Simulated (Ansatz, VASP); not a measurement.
**One calculation of KI, two programs**

```
CELL_PARAMETERS angstrom
4.53008 0.00000 0.00000
0.00000 4.53008 0.00000
0.00000 0.00000 3.85056
ATOMIC_POSITIONS crystal
K 0.00000 0.00000 0.00000
I 0.50000 0.50000 0.50000
```

Alike in both runs: task single point; functional PBE; k mesh 6 × 6 × 6; occupations gaussian, width 0.05 eV; no spin polarisation.

|  | VASP | Ansatz |
| --- | --- | --- |
| version | VASP 6.6.1 | Ansatz 0.2.0 |
| potentials or method | VASP PAW PBE potentials, release 64 (K_sv, I), cutoff 520 eV | scalar-relativistic, plane waves, PAW |
| valence electrons in the cell | 16 | 26 |

Ansatz gave:

* gap on the k mesh at the Fermi level (eV): 2.30
* least direct gap on the mesh (eV): 2.52
* pressure (GPa): 0.8
* traceless stress, the component that is largest in VASP (GPa): 3.80

Q: Estimate VASP's values.

A: gap on the k mesh at the Fermi level (eV): 2.30; least direct gap on the mesh (eV): 2.52; pressure (GPa): 0.8; traceless stress, the component that is largest in VASP (GPa): 3.79.

VASP's potentials hold 16 valence electrons a cell and Ansatz's 26, so a difference there can come from the potentials and not from the codes.

Spin-orbit coupling is off throughout.
